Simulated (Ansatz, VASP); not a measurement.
## Two plane-wave programs on Si

```
Si
1.0
     0.00000    5.43000    5.43000
     5.43000    0.00000    5.43000
     5.43000    5.43000    0.00000
Si
17
Direct
  0.00170 0.00165 0.99501
  0.12799 0.12801 0.12245
  0.00231 0.00218 0.50252
  0.12502 0.12441 0.62626
  0.99879 0.50032 0.00058
  0.12798 0.62158 0.12243
  0.00229 0.49309 0.50249
  0.12823 0.62183 0.62815
  0.50033 0.99892 0.00047
  0.62172 0.12800 0.12228
  0.49372 0.00202 0.50227
  0.62208 0.12814 0.62803
  0.50033 0.50028 0.00046
  0.62500 0.62510 0.12479
  0.50058 0.50046 0.49853
  0.62207 0.62179 0.62802
  0.87504 0.87441 0.37624
```

Alike in both runs: functional PBEsol; k mesh 2 × 2 × 2; occupations gaussian, width 0.02 eV; no spin polarisation.

Ansatz relaxed the structure, and its values are those at the end. VASP's run is a single point on that final structure, the one shown.

```csv
,VASP,Ansatz
version,VASP 6.6.1,Ansatz 0.2.0
potentials or method,"VASP PAW PBE potentials, release 64 (Si), cutoff 520 eV","scalar-relativistic, plane waves, PAW"
valence electrons in the cell,68,68
```

VASP gave:

| Item | Value |
| --- | --- |
| rms of the force components (eV/Å) | 0.009 |

Q: Which values does Ansatz return?

A: rms of the force components (eV/Å): 0.008.

VASP's potentials were made for PBE, not for PBEsol, and Ansatz warns of the same on its side. With one functional, cell and mesh, what is left measures potentials, basis and numerics.

The k mesh is coarse, so the values compare programs but aren't converged.
